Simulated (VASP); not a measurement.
## Sb: single point with PBEsol

Crystal: Sb.

```
Sb
1.0
     3.16000    0.00000    0.00000
     0.00000    3.01780    0.00000
     0.00000    0.00000    3.16000
Sb
1
Direct
  0.00000 0.00000 0.00000
```

This cell differs from its parent crystal: strain -0.0450 x Voigt [0, 1, 0, 0, 0, 0].

- Program: VASP 6.6.1
- Task: single point
- Functional: PBEsol
- Potentials or basis: VASP PAW PBE potentials, release 64 (Sb)
- Cutoff: 520 eV
- k mesh: 16 × 16 × 16
- Occupations: gaussian, width 0.15 eV
- Spin: no spin polarisation
- Dipole correction: no
- Further INCAR settings: ALGO = Normal; EDIFF = 1e-06; NBANDS = 8

```
Pressure : -2.5 GPa
```

Stress tensor (GPa, compression positive):
```
-3.96  0.00  0.00
 0.00  0.42  0.00
 0.00  0.00 -3.96
```

Levels at points of the mesh, in eV from the Fermi level:
```
           k point  band 1  band 2  band 3  band 4  band 5  band 6
(0.00, 0.00, 0.00)  -12.33    2.82    2.82    4.13    6.65    6.90
(0.50, 0.00, 0.00)  -10.13   -5.48    4.62    5.97    8.92   10.50
(0.00, 0.50, 0.00)   -9.53   -5.61    5.12    5.12    9.07   10.07
(0.50, 0.50, 0.00)   -7.17   -3.76   -3.12    2.21    6.96   12.71
(0.50, 0.00, 0.50)   -7.84   -3.57   -3.57    2.10    7.83   13.09
(0.50, 0.50, 0.50)   -4.58   -2.05   -1.34   -1.34    4.73    4.73
```

Run time: 15 s on 1 thread of Intel(R) Xeon(R) 6975P-C (Granite Rapids) (shared host), peak memory 0.21 GiB.

Caveat: the cell differs from its parent crystal (strain -0.0450 x Voigt [0, 1, 0, 0, 0, 0]); the PAW data sets were made with another functional, which shifts forces and pressure a little; spin-orbit coupling is left out, which moves the levels of the heavy elements.
